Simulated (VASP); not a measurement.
# Rh (P4/nmm) in VASP: notebook

Rh is run at these levels: PBE; tasks: single point.

Everything below comes from runs of VASP 6.6.1. Logs are shortened: lines on timing, memory, paths and dates and some standing lists are left out, and cuts for length are marked.

## Step 1: The cell of the first run

It takes space group P4/nmm (No. 129, tetragonal). The conventional cell has a = 2.689 Å, b = 2.689 Å, c = 3.803 Å, α = 90.00°, β = 90.00°, γ = 90.00°. Rh (site symmetry 4mm) has 12 Rh at 2.35 to 3.08 Å within 3.1 Å.

## Step 2: Single point, PBE (atoms displaced along a vibrational mode)

INCAR reads:

```
PREC = Accurate
ENCUT = 520
EDIFF = 1E-6
ISMEAR = 0
SIGMA = 0.15
LREAL = False
LASPH = True
NELM = 100
ALGO = Fast
ISIF = 2
LWAVE = False
LCHARG = False
GGA = PE
NBANDS = 22
```

KPOINTS reads:

```
Automatic mesh
0
Gamma
  18 18 12
```

POSCAR reads:

```
Rh
1.0
    0.0000000000     -1.9015500000     -1.9015500000
    0.0000000000      1.9015500000     -1.9015500000
    3.8031000000      0.0000000000      0.0000000000
Rh
2
Direct
    0.5000000000      0.5000000000      0.4309773606
    0.0000000000      0.0000000000      0.0690226394
```

Potentials or basis: VASP PAW PBE potentials, release 64 (Rh_pv).

Run with:

```sh
> cat potpaw_PBE.64/Rh_pv/POTCAR > POTCAR
> mpirun -np 1 vasp_std > vasp.out
```

OUTCAR:

```text
PREC = Accurate
   ENCUT = 520
   EDIFF = 1E-6
   ISMEAR = 0
   LREAL = False
   LASPH = True
   NELM = 100
   ISIF = 2
   GGA = PE

 ion  position               nearest neighbor table
   1  0.500  0.500  0.431-   2 2.35   2 2.35   2 2.35   2 2.35   2 3.08   2 3.08   2 3.08   2 3.08

   2  0.000  0.000  0.069-   1 2.35   1 2.35   1 2.35   1 2.35   1 3.08   1 3.08   1 3.08   1 3.08

  LATTYP: Found a simple tetragonal cell.
 ALAT       =     2.6891977995
 C/A-ratio  =     1.4142135624

  Lattice vectors:

 A1 = (   0.0000000000,  -1.9015500000,  -1.9015500000)
 A2 = (   0.0000000000,   1.9015500000,  -1.9015500000)
 A3 = (   3.8031000000,   0.0000000000,   0.0000000000)

Analysis of symmetry for initial positions (statically):
=====================================================================
 Subroutine PRICEL returns:
 Original cell was already a primitive cell.

 Routine SETGRP: Setting up the symmetry group for a
 simple tetragonal supercell.

 Subroutine GETGRP returns: Found 16 space group operations
 (whereof  8 operations were pure point group operations)
 out of a pool of 16 trial point group operations.

The static configuration has the point symmetry C_4v.
 The point group associated with its full space group is D_4h.

Analysis of symmetry for dynamics (positions and initial velocities):
=====================================================================
 Subroutine PRICEL returns:
 Original cell was already a primitive cell.

 Routine SETGRP: Setting up the symmetry group for a
 simple tetragonal supercell.

 Subroutine GETGRP returns: Found 16 space group operations
 (whereof  8 operations were pure point group operations)
 out of a pool of 16 trial point group operations.

The dynamic configuration has the point symmetry C_4v.
 The point group associated with its full space group is D_4h.

 Subroutine INISYM returns: Found 16 space group operations
 (whereof  8 operations are pure point group operations),
 and found     1 'primitive' translations

----------------------------------------------------------------------------------------

                                     Primitive cell

  volume of cell :      27.5032

  direct lattice vectors                    reciprocal lattice vectors
     0.000000000 -1.901550000 -1.901550000     0.000000000 -0.262943388 -0.262943388
     0.000000000  1.901550000 -1.901550000     0.000000000  0.262943388 -0.262943388
     3.803100000  0.000000000  0.000000000     0.262943388  0.000000000  0.000000000

  length of vectors
     2.689197800  2.689197800  3.803100000     0.371858106  0.371858106  0.262943388

  position of ions in fractional coordinates (direct lattice)
     0.500000000  0.500000000  0.430977361
     0.000000000  0.000000000  0.069022639

  ion indices of the primitive-cell ions
   primitive index   ion index
                 1           1
                 2           2

----------------------------------------------------------------------------------------

 KPOINTS: Automatic mesh

Automatic generation of k-mesh.
 Grid dimensions read from file:
 generate k-points for:   18   18   12

 Generating k-lattice:

  Cartesian coordinates                     Fractional coordinates (reciprocal lattice)
     0.000000000 -0.014607966 -0.014607966     0.055555556  0.000000000  0.000000000
     0.000000000  0.014607966 -0.014607966     0.000000000  0.055555556  0.000000000
     0.021911949  0.000000000  0.000000000     0.000000000  0.000000000  0.083333333

  Length of vectors
     0.020658784  0.020658784  0.021911949

  Shift w.r.t. Gamma in fractional coordinates (k-lattice)
     0.000000000  0.000000000  0.000000000

 Subroutine IBZKPT returns following result:
 ===========================================

 Found    385 irreducible k-points:

 Following reciprocal coordinates:
            Coordinates               Weight
  0.000000  0.000000  0.000000      1.000000
  0.055556  0.000000  0.000000      4.000000
  0.111111  0.000000  0.000000      4.000000
  0.166667  0.000000  0.000000      4.000000
  0.222222  0.000000  0.000000      4.000000
  0.277778  0.000000  0.000000      4.000000
[... 16 lines left out ...]
  0.277778  0.111111  0.000000      8.000000
  0.333333  0.111111  0.000000      8.000000
 [... further k-points ...]
   k-points           NKPTS =    385   k-points in BZ     NKDIM =    385   number of bands    NBANDS=     22
   number of dos      NEDOS =    301   number of ions     NIONS =      2
   total plane-waves  NPLWV =  11200
   dimension x,y,z NGX =    20 NGY =   20 NGZ =   28
   dimension x,y,z NGXF=    40 NGYF=   40 NGZF=   56
   ions per type =               2
   NGX,Y,Z   is equivalent  to a cutoff of  12.36, 12.36, 12.24 a.u.
   NGXF,Y,Z  is equivalent  to a cutoff of  24.73, 24.73, 24.48 a.u.
 SYSTEM =  unknown system
   PREC   = accura    normal or accurate (medium, high low for compatibility)
   ISTART =      0    job   : 0-new  1-cont  2-samecut
   ICHARG =      2    charge: 1-file 2-atom 10-const
   ISPIN  =      1    spin polarized calculation?
   LNONCOLLINEAR =      F non collinear calculations
   LSORBIT =      F    spin-orbit coupling
   LASPH  =      T    aspherical Exc in radial PAW
   ENCUT  =  520.0 eV  38.22 Ry    6.18 a.u.   5.00  5.00  7.07*2*pi/ulx,y,z
   NELM   =    100;   NELMIN=  2; NELMDL= -5     # of ELM steps
   EDIFF  = 0.1E-05   stopping-criterion for ELM
   LREAL  =      F    real-space projection
   EDIFFG = 0.1E-04   stopping-criterion for IOM
   NSW    =      0    number of steps for IOM
   IBRION =     -1    ionic relax: 0-MD 1-quasi-New 2-CG
   NFREE  =      0    steps in history (QN), initial steepest desc. (CG)
   ISIF   =      2    stress and relaxation
   ISYM   =      2    0-nonsym 1-usesym 2-fastsym
   POTIM  = 0.5000    time-step for ionic-motion
   TEBEG  =    0.0;   TEEND  =   0.0 temperature during run
   PSTRESS=    0.0 pullay stress
   NELECT =      30.0000    total number of electrons
   NUPDOWN=      -1.0000    fix difference up-down
   EMIN   =  10.00;   EMAX   =-10.00  energy-range for DOS
   EFERMI =   0.00;   METHOD = LEGACY
   ISMEAR =     0;   SIGMA  =   0.15  broadening in eV -4-tet -1-fermi 0-gaus
   EFERMI_NEDOS =   21; number of points for ismear=-14 and -15
   IALGO  =     68    algorithm
   IMIX   =      4    mixing-type and parameters
     AMIX     =   0.40;   BMIX     =  1.00
     AMIX_MAG =   1.60;   BMIX_MAG =  1.00
  volume/ion in A,a.u.               =      13.75        92.80
  Fermi-wavevector in a.u.,A,eV,Ry     =   1.685211  3.184586 38.639656  2.839935
  Thomas-Fermi vector in A             =   2.768095
   LORBIT       =      0    0 simple, 1 ext, 2 COOP (PROOUT), +10 PAW based schemes
   GGA     = PE    functional components
   LHFCALC =     F    Hartree Fock is set to
   AEXX    =    0.0000 exact exchange contribution
   IVDW    =     0    specifies the selected vdW correction
   LEPSILON=     F    determine dielectric tensor
   LRPA    =     F    only Hartree local field effects (RPA)
 non-spin polarized calculation
 RMM-DIIS sequential band-by-band and
 Gauss-broadening in eV      SIGMA  =   0.15
  energy-cutoff  :      520.00
  volume of cell :       27.50
 maximum number of plane-waves:       776
   NGX = 11   NGY = 11   NGZ = 15

 number of electron      30.0000016 magnetization

 Free energy of the ion-electron system (eV)
  ---------------------------------------------------
  ext. energy  EPLUGINS =         0.00000000
  ---------------------------------------------------
  free energy    TOTEN  =       -12.82940086 eV

  energy without entropy =      -12.79115500  energy(sigma->0) =      -12.81027793

 E-fermi :  12.3118     XC(G=0): -13.8863

 val. band max:       12.3103448670   @ k =   0.1667   0.0000   0.1667
 cond. band min:      12.3125818219   @ k =   0.3333   0.1667   0.5000
 fundamental gap:      0.0022369550
 Fermi energy:        12.3117707675

 k-point     1 :       0.0000    0.0000    0.0000
  band No.  band energies     occupation
      1     -35.2557      2.00000
      2     -35.1802      2.00000
      3     -35.1802      2.00000
      4     -34.4522      2.00000
      5     -34.4522      2.00000
      6     -34.4043      2.00000
[... 14 lines left out ...]
     21      25.6048      0.00000
     22      28.6870      0.00000

 k-point     2 :       0.0556    0.0000    0.0000
  band No.  band energies     occupation
      1     -35.2577      2.00000
      2     -35.1961      2.00000
      3     -35.1738      2.00000
      4     -34.4607      2.00000
      5     -34.4568      2.00000
      6     -34.4001      2.00000
[... 14 lines left out ...]
     21      25.7894      0.00000
     22      28.9213      0.00000

 k-point     3 :       0.1111    0.0000    0.0000
  band No.  band energies     occupation
      1     -35.2650      2.00000
      2     -35.2402      2.00000
      3     -35.1548      2.00000
      4     -34.4834      2.00000
      5     -34.4705      2.00000
      6     -34.3899      2.00000
[... 14 lines left out ...]
     21      26.3234      0.00000
     22      29.4133      0.00000

 k-point     4 :       0.1667    0.0000    0.0000
  band No.  band energies     occupation
      1     -35.3030      2.00000
      2     -35.2810      2.00000
      3     -35.1241      2.00000
      4     -34.5125      2.00000
      5     -34.4930      2.00000
      6     -34.3791      2.00000
[... 14 lines left out ...]
     21      27.1567      0.00000
     22      30.0020      0.00000

 k-point     5 :       0.2222    0.0000    0.0000
  band No.  band energies     occupation
      1     -35.3732      2.00000
      2     -35.3098      2.00000
      3     -35.0829      2.00000
      4     -34.5377      2.00000
      5     -34.5243      2.00000
      6     -34.3731      2.00000
[... 14 lines left out ...]
     21      28.2277      0.00000
     22      30.6126      0.00000

 k-point     6 :       0.2778    0.0000    0.0000
  band No.  band energies     occupation
      1     -35.4405      2.00000
      2     -35.3527      2.00000
      3     -35.0329      2.00000
      4     -34.5637      2.00000
      5     -34.5502      2.00000
      6     -34.3752      2.00000
[... 14 lines left out ...]
     21      29.4762      0.00000
     22      30.4394      0.00000

 k-point     7 :       0.3333    0.0000    0.0000
  band No.  band energies     occupation
      1     -35.4960      2.00000
      2     -35.4058      2.00000
      3     -34.9759      2.00000
      4     -34.6107      2.00000
      5     -34.5464      2.00000
      6     -34.3868      2.00000
[... 324 lines left out ...]
      6     -34.3760      2.00000
[... 14 lines left out ...]
     21      24.8287      0.00000
     22      30.1945      0.00000

 k-point    21 :       0.1667    0.1111    0.0000
  band No.  band energies     occupation
      1     -35.2950      2.00000
      2     -35.2903      2.00000
      3     -35.1676      2.00000
      4     -34.5625      2.00000
      5     -34.4892      2.00000
      6     -34.3661      2.00000
[... 14 lines left out ...]
     21      25.3881      0.00000
     22      30.7589      0.00000

 k-point    22 :       0.2222    0.1111    0.0000
  band No.  band energies     occupation
      1     -35.3645      2.00000
      2     -35.3191      2.00000
      3     -35.1278      2.00000
      4     -34.5966      2.00000
      5     -34.5093      2.00000
      6     -34.3612      2.00000
[... 14 lines left out ...]
     21      26.2777      0.00000
     22      30.9291      0.00000

 k-point    23 :       0.2778    0.1111    0.0000
  band No.  band energies     occupation
      1     -35.4331      2.00000
      2     -35.3617      2.00000
      3     -35.0771      2.00000
      4     -34.6280      2.00000
      5     -34.5273      2.00000
      6     -34.3647      2.00000
[... 14 lines left out ...]
     21      27.2651      0.00000
     22      30.3445      0.00000

 k-point    24 :       0.3333    0.1111    0.0000
  band No.  band energies     occupation
      1     -35.4907      2.00000
      2     -35.4142      2.00000
      3     -35.0190      2.00000
      4     -34.6635      2.00000
      5     -34.5326      2.00000
      6     -34.3778      2.00000
[... 14 lines left out ...]
     21      28.2445      0.00000
     22      29.8572      0.00000

 [... further k-points ...]

------------------------ aborting loop because EDIFF is reached ----------------------------------------

  FORCE on cell =-STRESS in cart. coord.  units (eV):
  Direction    XX          YY          ZZ          XY          YZ          ZX
  --------------------------------------------------------------------------------------
  -------------------------------------------------------------------------------------
  Total        6.5795779      9.1802518      9.1802518      0.0000000      0.0000000      0.0000000
  in kB      383.2881333    534.7883472    534.7883472      0.0000000      0.0000000      0.0000000
  external PRESSURE =     484.2882759 kB  Pullay stress =       0.0000000 kB

 VOLUME and BASIS-vectors are now :
 -----------------------------------------------------------------------------
  energy-cutoff  :      520.00
  volume of cell :       27.50
      direct lattice vectors                 reciprocal lattice vectors
     0.000000000 -1.901550000 -1.901550000     0.000000000 -0.262943388 -0.262943388
     0.000000000  1.901550000 -1.901550000     0.000000000  0.262943388 -0.262943388
     3.803100000  0.000000000  0.000000000     0.262943388  0.000000000  0.000000000

 POSITION                                       TOTAL-FORCE (eV/Angst)
 -----------------------------------------------------------------------------------
      1.63905      0.00000     -1.90155         7.003040     -0.000000     -0.000000
      0.26250      0.00000      0.00000        -7.003040      0.000000      0.000000
 -----------------------------------------------------------------------------------
    total drift:                                0.000000      0.000000     -0.000000

  FREE ENERGIE OF THE ION-ELECTRON SYSTEM (eV)
  ---------------------------------------------------
  free  energy   TOTEN  =       -12.8294008554 eV

  energy  without entropy=      -12.7911549964  energy(sigma->0) =      -12.81027793
```

It took 3.7 min on 1 thread of Intel Xeon 8259CL, shared host; peak memory 0.28 GiB.

Results:

| Quantity | Value |
| --- | --- |
| Free energy | -12.8294 eV |
| Pressure | 48.4 GPa |
| Largest force | 7.003 eV/Å |
| Band gap on the k mesh | zero (bands 15 and 16 overlap by 1.71 eV) |

Forces on the atoms (eV/Å):
```
Rh   7.003  0.000  0.000
Rh  -7.003  0.000  0.000
```

Caveat: the cell differs from its parent crystal (atoms displaced along a vibrational mode); the stress differs along the axes, from 38 to 53 GPa; forces of over 1 eV/Å act on the atoms, so gaps and moduli don't describe the material at rest.

[end of part 1 of 2]
